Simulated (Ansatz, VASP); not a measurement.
## HfB2: VASP beside Ansatz

Contents of INCAR:

```
ALGO     = Normal         # electronic algorithm
EDIFF    = 1E-8           # SCF threshold, eV
ENCUT    = 420            # plane-wave cutoff, eV
GGA      = PE             # functional
GGA_COMPAT= F            
ISIF     = 2              # what is computed and relaxed
ISMEAR   = -1             # smearing method
LASPH    = T              # aspherical terms in the spheres
LCHARG   = F              # write CHGCAR
LEFG     = T            
LREAL    = F              # projectors in reciprocal space
LWAVE    = F              # write WAVECAR
NBANDS   = 15             # bands
NELM     = 120            # most SCF steps
PREC     = Accurate       # precision mode
SIGMA    = 0.05           # smearing width, eV
```

Contents of KPOINTS:

```
k-points
0
Gamma
  13 13 11
```

The input POSCAR:

```
HfB2
1.0
    3.1714001015      0.0000000000      0.0000000000
   -1.5857000508      2.7465130534      0.0000000000
    0.0000000000      0.0000000000      3.4800000000
Hf B
1 2
Direct
    0.0000000000      0.0000000000      0.0000000000
    0.3333333333      0.6666666667      0.5000000000
    0.6666666667      0.3333333333      0.5000000000
```

Input for Ansatz:

```yaml
crystal:
  lattice:
    - [3.1714001015, 0.0, 0.0]
    - [-1.5857000508, 2.7465130534, 0.0]
    - [0.0, 0.0, 3.48]
  atoms:
    - { symbol: Hf, position: [0.0, 0.0, 0.0] }
    - { symbol: B, position: [0.3333333333, 0.6666666667, 0.5] }
    - { symbol: B, position: [0.6666666667, 0.3333333333, 0.5] }
kpoints:
  mp_grid: { grid: [13, 13, 11] }
scf:
  occupations: { method: fermi_dirac, width: 0.05 }
hamiltonian:
  xc: pbe
  pseudopotentials: { kind: paw }
output:
  forces: true
  stress: true
  eigenvalues: true
  efg: { contact_densities: true }
  write_density: true
  write_potential: true
  elf: true
  volumetric_format: npy
```

Change from the starting cell: equal xx and yy strain of +1 %, PAW files.

Alike in both runs: task electric field gradients; functional PBE; k mesh 13 × 13 × 11; occupations fermi-dirac, width 0.05 eV; no spin polarisation.

```csv
,VASP,Ansatz
version,VASP 6.6.1,Ansatz 0.2.0
potentials or method,"VASP PAW PBE potentials, release 64 (Hf_pv, B)","PAW with Ansatz's default frozen-core files, scalar-relativistic"
plane-wave cutoff (eV),420,420
valence electrons in the cell,16,32
```

Ansatz gave:

| Item | Value |
| --- | --- |
| size of Vzz on the site where it differs most (V/Å²) | 100.1 |

Problem. What did VASP give for the same quantities?

Solution. Size of Vzz on the site where it differs most (V/Å²): 72.9.

VASP's potentials hold 16 valence electrons a cell and Ansatz's 32, so a difference there can come from the potentials and not from the codes.

Spin-orbit coupling is off throughout.
